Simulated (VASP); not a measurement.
# Ge (Fd-3m) in VASP: single point with PBEsol

Aim: the single point of Ge with PBEsol.

All numbers are computed with VASP 6.6.1; they aren't measurements. Logs are shortened: lines on timing, memory, paths and dates and some standing lists are left out, and cuts for length are marked.

## 1. The cell of the first run

It takes space group Fd-3m (No. 227, cubic). The conventional cell has a = 5.676 Å, b = 5.676 Å, c = 5.676 Å, α = 90.00°, β = 90.00°, γ = 90.00°. Within 3.2 Å of Ge (site symmetry -43m) lie 4 Ge at 2.46 Å.

## 2. Single point, PBEsol

INCAR reads:

```
SYSTEM = Ge
ALGO = Normal
EDIFF = 1E-6
ENCUT = 520
GGA = PS
ISIF = 2
ISMEAR = 0
LASPH = .True.
LCHARG = .False.
LREAL = .False.
LWAVE = .False.
NBANDS = 21
NELM = 80
PREC = Accurate
SIGMA = 0.01
```

KPOINTS reads:

```
k-points
0
Gamma
  12 12 12
  0 0 0
```

POSCAR reads:

```
Ge
1.0
    0.0000000000      2.8378454382      2.8378454382
    2.8378454382      0.0000000000      2.8378454382
    2.8378454382      2.8378454382      0.0000000000
Ge
2
Direct
    0.0000000000      0.0000000000      0.0000000000
    0.2500000000      0.2500000000      0.2500000000
```

Potentials or basis: VASP PAW PBE potentials, release 64 (Ge_d).

On the command line:

```
$ cat potpaw_PBE.64/Ge_d/POTCAR > POTCAR
$ mpirun -np 1 vasp_std > vasp.out
```

OUTCAR:

```text
SYSTEM = Ge
   EDIFF = 1E-6
   ENCUT = 520
   GGA = PS
   ISIF = 2
   ISMEAR = 0
   LASPH = .True.
   LREAL = .False.
   NELM = 80
   PREC = Accurate

 ion  position               nearest neighbor table
   1  0.000  0.000  0.000-   2 2.46   2 2.46   2 2.46   2 2.46
   2  0.250  0.250  0.250-   1 2.46   1 2.46   1 2.46   1 2.46

  LATTYP: Found a face centered cubic cell.
 ALAT       =     5.6756908764

  Lattice vectors:

 A1 = (   0.0000000000,   2.8378454382,   2.8378454382)
 A2 = (   2.8378454382,   0.0000000000,   2.8378454382)
 A3 = (   2.8378454382,   2.8378454382,   0.0000000000)

Analysis of symmetry for initial positions (statically):
=====================================================================
 Subroutine PRICEL returns:
 Original cell was already a primitive cell.

 Routine SETGRP: Setting up the symmetry group for a
 face centered cubic supercell.

 Subroutine GETGRP returns: Found 48 space group operations
 (whereof 24 operations were pure point group operations)
 out of a pool of 48 trial point group operations.

The static configuration has the point symmetry T_d .
 The point group associated with its full space group is O_h .

Analysis of symmetry for dynamics (positions and initial velocities):
=====================================================================
 Subroutine PRICEL returns:
 Original cell was already a primitive cell.

 Routine SETGRP: Setting up the symmetry group for a
 face centered cubic supercell.

 Subroutine GETGRP returns: Found 48 space group operations
 (whereof 24 operations were pure point group operations)
 out of a pool of 48 trial point group operations.

The dynamic configuration has the point symmetry T_d .
 The point group associated with its full space group is O_h .

 Subroutine INISYM returns: Found 48 space group operations
 (whereof 24 operations are pure point group operations),
 and found     1 'primitive' translations

----------------------------------------------------------------------------------------

                                     Primitive cell

  volume of cell :      45.7084

  direct lattice vectors                    reciprocal lattice vectors
     0.000000000  2.837845438  2.837845438    -0.176190004  0.176190004  0.176190004
     2.837845438  0.000000000  2.837845438     0.176190004 -0.176190004  0.176190004
     2.837845438  2.837845438  0.000000000     0.176190004  0.176190004 -0.176190004

  length of vectors
     4.013319507  4.013319507  4.013319507     0.305170039  0.305170039  0.305170039

  position of ions in fractional coordinates (direct lattice)
     0.000000000  0.000000000  0.000000000
     0.250000000  0.250000000  0.250000000

  ion indices of the primitive-cell ions
   primitive index   ion index
                 1           1
                 2           2

----------------------------------------------------------------------------------------

 KPOINTS: k-points

Automatic generation of k-mesh.
 Grid dimensions read from file:
 generate k-points for:   12   12   12

 Generating k-lattice:

  Cartesian coordinates                     Fractional coordinates (reciprocal lattice)
    -0.014682500  0.014682500  0.014682500     0.083333333  0.000000000  0.000000000
     0.014682500 -0.014682500  0.014682500     0.000000000  0.083333333  0.000000000
     0.014682500  0.014682500 -0.014682500     0.000000000  0.000000000  0.083333333

  Length of vectors
     0.025430837  0.025430837  0.025430837

  Shift w.r.t. Gamma in fractional coordinates (k-lattice)
     0.000000000  0.000000000  0.000000000

 Subroutine IBZKPT returns following result:
 ===========================================

 Found     72 irreducible k-points:

 Following reciprocal coordinates:
            Coordinates               Weight
  0.000000  0.000000  0.000000      1.000000
  0.083333  0.000000  0.000000      8.000000
  0.166667  0.000000  0.000000      8.000000
  0.250000  0.000000  0.000000      8.000000
  0.333333  0.000000  0.000000      8.000000
  0.416667  0.000000  0.000000      8.000000
[... 16 lines left out ...]
  0.500000  0.166667  0.000000     24.000000
 -0.416667  0.166667  0.000000     24.000000
 [... further k-points ...]
   k-points           NKPTS =     72   k-points in BZ     NKDIM =     72   number of bands    NBANDS=     21
   number of dos      NEDOS =    301   number of ions     NIONS =      2
   total plane-waves  NPLWV =  27000
   dimension x,y,z NGX =    30 NGY =   30 NGZ =   30
   dimension x,y,z NGXF=    60 NGYF=   60 NGZF=   60
   ions per type =               2
   NGX,Y,Z   is equivalent  to a cutoff of  12.43, 12.43, 12.43 a.u.
   NGXF,Y,Z  is equivalent  to a cutoff of  24.85, 24.85, 24.85 a.u.
 SYSTEM =  Ge
   PREC   = accura    normal or accurate (medium, high low for compatibility)
   ISTART =      0    job   : 0-new  1-cont  2-samecut
   ICHARG =      2    charge: 1-file 2-atom 10-const
   ISPIN  =      1    spin polarized calculation?
   LNONCOLLINEAR =      F non collinear calculations
   LSORBIT =      F    spin-orbit coupling
   LASPH  =      T    aspherical Exc in radial PAW
   ENCUT  =  520.0 eV  38.22 Ry    6.18 a.u.   7.46  7.46  7.46*2*pi/ulx,y,z
   NELM   =     80;   NELMIN=  2; NELMDL= -5     # of ELM steps
   EDIFF  = 0.1E-05   stopping-criterion for ELM
   LREAL  =      F    real-space projection
   EDIFFG = 0.1E-04   stopping-criterion for IOM
   NSW    =      0    number of steps for IOM
   IBRION =     -1    ionic relax: 0-MD 1-quasi-New 2-CG
   NFREE  =      0    steps in history (QN), initial steepest desc. (CG)
   ISIF   =      2    stress and relaxation
   ISYM   =      2    0-nonsym 1-usesym 2-fastsym
   POTIM  = 0.5000    time-step for ionic-motion
   TEBEG  =    0.0;   TEEND  =   0.0 temperature during run
   PSTRESS=    0.0 pullay stress
   NELECT =      28.0000    total number of electrons
   NUPDOWN=      -1.0000    fix difference up-down
   EMIN   =  10.00;   EMAX   =-10.00  energy-range for DOS
   EFERMI =   0.00;   METHOD = LEGACY
   ISMEAR =     0;   SIGMA  =   0.01  broadening in eV -4-tet -1-fermi 0-gaus
   EFERMI_NEDOS =   21; number of points for ismear=-14 and -15
   IALGO  =     38    algorithm
   IMIX   =      4    mixing-type and parameters
     AMIX     =   0.40;   BMIX     =  1.00
     AMIX_MAG =   1.60;   BMIX_MAG =  1.00
  volume/ion in A,a.u.               =      22.85       154.23
  Fermi-wavevector in a.u.,A,eV,Ry     =   1.390365  2.627409 26.301617  1.933114
  Thomas-Fermi vector in A             =   2.514307
   LORBIT       =      0    0 simple, 1 ext, 2 COOP (PROOUT), +10 PAW based schemes
   GGA     = PS    functional components
   LHFCALC =     F    Hartree Fock is set to
   AEXX    =    0.0000 exact exchange contribution
   IVDW    =     0    specifies the selected vdW correction
   LEPSILON=     F    determine dielectric tensor
   LRPA    =     F    only Hartree local field effects (RPA)
 non-spin polarized calculation
 Gauss-broadening in eV      SIGMA  =   0.01
  energy-cutoff  :      520.00
  volume of cell :       45.71
 maximum number of plane-waves:      1248
 NGX is ok and might be reduce to    30
   NGX = 15   NGY = 15   NGZ = 15

 number of electron      28.0000014 magnetization

 Free energy of the ion-electron system (eV)
  ---------------------------------------------------
  ext. energy  EPLUGINS =         0.00000000
  ---------------------------------------------------
  free energy    TOTEN  =        -9.87366776 eV

  energy without entropy =       -9.87365883  energy(sigma->0) =       -9.87366330

 E-fermi :   4.7728     XC(G=0): -10.0840

 val. band max:        4.7698039280   @ k =   0.0000   0.0000   0.0000
 cond. band min:       4.8637092585   @ k =   0.5000   0.0000   0.0000
 fundamental gap:      0.0939053304
 Fermi energy:         4.7728467799

 k-point     1 :       0.0000    0.0000    0.0000
  band No.  band energies     occupation
      1     -19.9791      2.00000
      2     -19.9791      2.00000
      3     -19.9791      2.00000
      4     -19.9432      2.00000
      5     -19.9432      2.00000
      6     -19.7361      2.00000
[... 13 lines left out ...]
     20      14.2246      0.00000
     21      14.2246      0.00000

 k-point     2 :       0.0833    0.0000    0.0000
  band No.  band energies     occupation
      1     -19.9832      2.00000
      2     -19.9832      2.00000
      3     -19.9779      2.00000
      4     -19.9375      2.00000
      5     -19.9375      2.00000
      6     -19.7429      2.00000
[... 13 lines left out ...]
     20      13.6294      0.00000
     21      13.6294      0.00000

 k-point     3 :       0.1667    0.0000    0.0000
  band No.  band energies     occupation
      1     -19.9907      2.00000
      2     -19.9907      2.00000
      3     -19.9748      2.00000
      4     -19.9261      2.00000
      5     -19.9261      2.00000
      6     -19.7530      2.00000
[... 13 lines left out ...]
     20      13.0610      0.00000
     21      13.0610      0.00000

 k-point     4 :       0.2500    0.0000    0.0000
  band No.  band energies     occupation
      1     -19.9969      2.00000
      2     -19.9969      2.00000
      3     -19.9705      2.00000
      4     -19.9152      2.00000
      5     -19.9152      2.00000
      6     -19.7616      2.00000
[... 13 lines left out ...]
     20      13.0373      0.00000
     21      13.0373      0.00000

 k-point     5 :       0.3333    0.0000    0.0000
  band No.  band energies     occupation
      1     -20.0007      2.00000
      2     -20.0007      2.00000
      3     -19.9661      2.00000
      4     -19.9074      2.00000
      5     -19.9074      2.00000
      6     -19.7671      2.00000
[... 13 lines left out ...]
     20      13.6743      0.00000
     21      13.6743      0.00000

 k-point     6 :       0.4167    0.0000    0.0000
  band No.  band energies     occupation
      1     -20.0026      2.00000
      2     -20.0026      2.00000
      3     -19.9628      2.00000
      4     -19.9032      2.00000
      5     -19.9032      2.00000
      6     -19.7697      2.00000
[... 13 lines left out ...]
     20      14.8273      0.00000
     21      14.8273      0.00000

 k-point     7 :       0.5000    0.0000    0.0000
  band No.  band energies     occupation
      1     -20.0031      2.00000
      2     -20.0031      2.00000
      3     -19.9616      2.00000
      4     -19.9021      2.00000
      5     -19.9021      2.00000
      6     -19.7703      2.00000
[... 13 lines left out ...]
     20      15.6775      0.00000
     21      15.8847      0.00000
[... 291 lines left out ...]
      1     -19.9987      2.00000
      2     -19.9934      2.00000
      3     -19.9800      2.00000
      4     -19.9184      2.00000
      5     -19.8924      2.00000
      6     -19.8013      2.00000
[... 13 lines left out ...]
     20      13.8768      0.00000
     21      14.6860      0.00000

 k-point    21 :       0.3333    0.1667    0.0000
  band No.  band energies     occupation
      1     -20.0083      2.00000
      2     -19.9986      2.00000
      3     -19.9685      2.00000
      4     -19.9076      2.00000
      5     -19.8815      2.00000
      6     -19.8111      2.00000
[... 13 lines left out ...]
     20      14.3297      0.00000
     21      14.9933      0.00000

 k-point    22 :       0.4167    0.1667    0.0000
  band No.  band energies     occupation
      1     -20.0154      2.00000
      2     -20.0030      2.00000
      3     -19.9559      2.00000
      4     -19.8976      2.00000
      5     -19.8773      2.00000
      6     -19.8129      2.00000
[... 13 lines left out ...]
     20      14.8588      0.00000
     21      15.8562      0.00000

 k-point    23 :       0.5000    0.1667    0.0000
  band No.  band energies     occupation
      1     -20.0193      2.00000
      2     -20.0065      2.00000
      3     -19.9453      2.00000
      4     -19.8889      2.00000
      5     -19.8808      2.00000
      6     -19.8061      2.00000
[... 13 lines left out ...]
     20      15.6241      0.00000
     21      15.9133      0.00000

 k-point    24 :      -0.4167    0.1667    0.0000
  band No.  band energies     occupation
      1     -20.0195      2.00000
      2     -20.0089      2.00000
      3     -19.9397      2.00000
      4     -19.8898      2.00000
      5     -19.8827      2.00000
      6     -19.7928      2.00000
[... 13 lines left out ...]
     20      14.3699      0.00000
     21      14.9447      0.00000

 [... further k-points ...]

------------------------ aborting loop because EDIFF is reached ----------------------------------------

  FORCE on cell =-STRESS in cart. coord.  units (eV):
  Direction    XX          YY          ZZ          XY          YZ          ZX
  --------------------------------------------------------------------------------------
  -------------------------------------------------------------------------------------
  Total       -0.1159030     -0.1159030     -0.1159030     -0.0000000     -0.0000000     -0.0000000
  in kB       -4.0626454     -4.0626454     -4.0626454     -0.0000000     -0.0000000     -0.0000000
  external PRESSURE =      -4.0626454 kB  Pullay stress =       0.0000000 kB

 VOLUME and BASIS-vectors are now :
 -----------------------------------------------------------------------------
  energy-cutoff  :      520.00
  volume of cell :       45.71
      direct lattice vectors                 reciprocal lattice vectors
     0.000000000  2.837845438  2.837845438    -0.176190004  0.176190004  0.176190004
     2.837845438  0.000000000  2.837845438     0.176190004 -0.176190004  0.176190004
     2.837845438  2.837845438  0.000000000     0.176190004  0.176190004 -0.176190004

 POSITION                                       TOTAL-FORCE (eV/Angst)
 -----------------------------------------------------------------------------------
      0.00000      0.00000      0.00000        -0.000000     -0.000000     -0.000000
      1.41892      1.41892      1.41892         0.000000      0.000000      0.000000
 -----------------------------------------------------------------------------------
    total drift:                                0.000000      0.000000      0.000000

  FREE ENERGIE OF THE ION-ELECTRON SYSTEM (eV)
  ---------------------------------------------------
  free  energy   TOTEN  =        -9.8736677591 eV

  energy  without entropy=       -9.8736588319  energy(sigma->0) =       -9.87366330
```

It took 88 s on 1 thread of Intel Xeon 8259CL, shared host; peak memory 0.2 GiB.

Results:

| Property | Result |
| --- | --- |
| Free energy | -9.8737 eV |
| Pressure | -0.4 GPa |
| Band gap on the k mesh | zero (filled and empty bands touch) |

Caveat: semilocal functionals underestimate gaps, so a narrow gap can read as zero; the PAW data sets were made with another functional, which shifts forces and pressure a little.
